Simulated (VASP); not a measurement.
Here is a VASP 6.6.1 calculation.

INCAR

```
PREC = Accurate
ENCUT = 520
EDIFF = 1E-7
ISMEAR = -1
SIGMA = 0.02
LREAL = F
LASPH = T
NELM = 80
ALGO = Normal
ISIF = 2
LWAVE = F
LCHARG = F
GGA = PE
NBANDS = 16
```

The input KPOINTS:

```
regular mesh
0
Gamma
  8 8 8
```

File POSCAR:

```
GaAs
1.0
    0.0000000000      2.8330831910      2.8330831910
    2.8330831910      0.0000000000      2.8330831910
    2.8330831910      2.8330831910      0.0000000000
Ga As
1 1
Direct
    0.0000000000      0.0000000000      0.0000000000
    0.2500000000      0.2500000000      0.2500000000
```

Potentials or basis: VASP PAW PBE potentials, release 64 (Ga_d, As).

The run is started by

```sh
$ cat potpaw_PBE.64/Ga_d/POTCAR potpaw_PBE.64/As/POTCAR > POTCAR
$ mpirun -np 1 vasp_std > vasp.out
```

**Question.** Estimate the band gap on the k mesh.

**Answer.** 0.47 eV.

**Question.** Predict the pressure.

**Answer.** 3.0 GPa.

As with any semilocal functional, this PBE gap is likely too small.
